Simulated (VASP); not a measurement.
A run of VASP 6.6.1:

File INCAR:

```
PREC = Accurate ; ENCUT = 500
EDIFF = 1E-6 ; ISMEAR = 1
SIGMA = 0.065 ; LREAL = False
LASPH = True ; NELM = 200
ALGO = Normal ; ISIF = 2
LWAVE = False ; LCHARG = True
ISPIN = 2 ; MAGMOM = 0.51
LORBIT = 11 ; LMAXMIX = 4
GGA = PE ; LELF = True
LVHAR = True ; NBANDS = 16
GGA_COMPAT = False
```

File KPOINTS:

```
regular mesh
0
Gamma
  6 6 6
```

The input POSCAR:

```
V
1.0
   -1.5130000000      1.5130000000      1.5130000000
    1.5130000000     -1.5130000000      1.5130000000
    1.5130000000      1.5130000000     -1.5130000000
V
1
Direct
    0.0000000000      0.0000000000      0.0000000000
```

Potentials or basis: VASP PAW PBE potentials, release 64 (V_sv).

Launch:

```sh
$ cat potpaw_PBE.64/V_sv/POTCAR > POTCAR
$ mpirun -np 1 vasp_std > vasp.out
```

Hardware: 1 thread of AMD EPYC 7R13, on a shared host.

Question: Estimate the wall time of this run.

Answer: Run time: 14 s on 1 thread of AMD EPYC 7R13, with other jobs on the host, peak memory 0.1 GiB. Counts: scf iterations 14, k points 16.
